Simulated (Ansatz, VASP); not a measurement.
One calculation of YSi2, two programs

```
Y Si
1.0
     3.75182    0.00000    0.00000
    -1.87591    3.24917    0.00000
     0.00000    0.00000    4.05549
Y Si
1 2
Direct
  0.00000 0.00000 0.00000
  0.33333 0.66667 0.50000
  0.66667 0.33333 0.50000
```

Change from the starting cell: volume scaled by 0.94.

Alike in both runs: task single point; functional PBEsol; k mesh 12 × 12 × 10; occupations fermi-dirac, width 0.05 eV; no spin polarisation.

|  | VASP | Ansatz |
| --- | --- | --- |
| version | VASP 6.6.1 | Ansatz 0.2.0 |
| potentials or method | VASP PAW PBE potentials, release 64 (Y_sv, Si), cutoff 520 eV | all-electron LAPW, scalar-relativistic |

```tsv
	VASP	Ansatz	Ansatz less VASP
pressure (GPa)	19.2	19.1	-0.15
traceless stress, the component that is largest in VASP (GPa)	-15.25	-15.11	+0.142
```

VASP's potentials were made for PBE, not for PBEsol. Ansatz ran all-electron here, and VASP with PAW potentials.
